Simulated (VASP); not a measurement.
P2Se2O, 5 atoms in the cell. It takes space group P4mm (No. 99, tetragonal). Conventional cell: a = 3.744 Å, b = 3.744 Å, c = 4.545 Å, α = 90.00°, β = 90.00°, γ = 90.00°. Within 2.7 Å of P (site symmetry 4mm) lie 2 Se at 2.05 to 2.50 Å and 4 P at 2.69 Å. P (site symmetry 4mm) has 1 O at 1.59 Å and 1 Se at 1.64 Å within 2.1 Å. Within 2.7 Å of Se (site symmetry 4mm) lie 2 P at 2.05 to 2.50 Å and 4 O at 2.68 Å. Within 1.8 Å of Se (site symmetry 4mm) lie 1 O at 1.31 Å and 1 P at 1.64 Å. O (site symmetry 4mm) has 1 Se at 1.31 Å and 1 P at 1.59 Å within 1.8 Å. 

- Program: VASP 6.6.1
- Task: relaxation of cell and atoms
- Functional: PBE
- Dispersion: D3(BJ)
- Potentials or basis: VASP PAW PBE potentials, release 64 (P, Se, O)
- Cutoff: 600 eV
- k mesh: 4 × 4 × 4
- Occupations: gaussian, width 0.1 eV
- Spin: no spin polarisation
- Dipole correction: no
- Further INCAR settings: ALGO = Normal; EDIFF = 1e-06; IBRION = 2; EDIFFG = -0.04; NSW = 90; ISIF = 3

Potentials or basis: VASP PAW PBE potentials, release 64 (P, Se, O).

Command:

```console
$ cat potpaw_PBE.64/P/POTCAR potpaw_PBE.64/Se/POTCAR potpaw_PBE.64/O/POTCAR > POTCAR
$ mpirun -np 1 vasp_std > vasp.out
```

Hardware: 1 thread of Intel(R) Xeon(R) Platinum 8259CL CPU @ 2.50GHz (Skylake/Cascade Lake) (shared host).

Problem. Estimate the wall time of this run.

Solution. Run time: 15 min on 1 thread of Intel(R) Xeon(R) Platinum 8259CL CPU @ 2.50GHz (Skylake/Cascade Lake), with other jobs on the host, peak memory 0.22 GiB. Counts: scf iterations 454, k points 18, ion steps 47.
